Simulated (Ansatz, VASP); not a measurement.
**Yb: VASP beside Ansatz**

INCAR

```
PREC = Accurate
ENCUT = 520
EDIFF = 1E-8
ISMEAR = -1
SIGMA = 0.05
LREAL = False
LASPH = True
NELM = 60
ALGO = Normal
ISIF = 2
LWAVE = False
LCHARG = False
GGA = PE
LEFG = True
NBANDS = 18
```

KPOINTS

```
Automatic mesh
0
Gamma
  13 13 13
```

POSCAR

```
Yb
1.0
    0.0000000000      2.5937522399      2.5937522399
    2.5937522399      0.0000000000      2.5937522399
    2.5937522399      2.5937522399      0.0000000000
Yb
1
Direct
    0.0000000000      0.0000000000      0.0000000000
```

Input for Ansatz:

```yaml
crystal:
  lattice:
    - [0.0, 2.5937522399, 2.5937522399]
    - [2.5937522399, 0.0, 2.5937522399]
    - [2.5937522399, 2.5937522399, 0.0]
  atoms:
    - { symbol: Yb, position: [0.0, 0.0, 0.0] }
kpoints:
  mp_grid: { grid: [13, 13, 13] }
scf:
  occupations: { method: fermi_dirac, width: 0.05 }
hamiltonian:
  xc: pbe
  pseudopotentials: { kind: paw }
output:
  forces: true
  stress: true
  eigenvalues: true
  efg: { contact_densities: true }
```

Change from the starting cell: volume scaled by 0.98, PAW files.

Alike in both runs: task electric field gradients; functional PBE; k mesh 13 × 13 × 13; occupations fermi-dirac, width 0.05 eV; no spin polarisation.

```csv
,VASP,Ansatz
version,VASP 6.6.1,Ansatz 0.2.0
potentials or method,"VASP PAW PBE potentials, release 64 (Yb)","PAW with Ansatz's default frozen-core files, scalar-relativistic"
plane-wave cutoff (eV),520,420
valence electrons in the cell,24,24
```

|  | VASP | Ansatz | Ansatz less VASP |
| --- | --- | --- | --- |
| pressure (GPa) | 0.1 | 0.4 | +0.28 |

Neither program's run includes spin-orbit coupling.
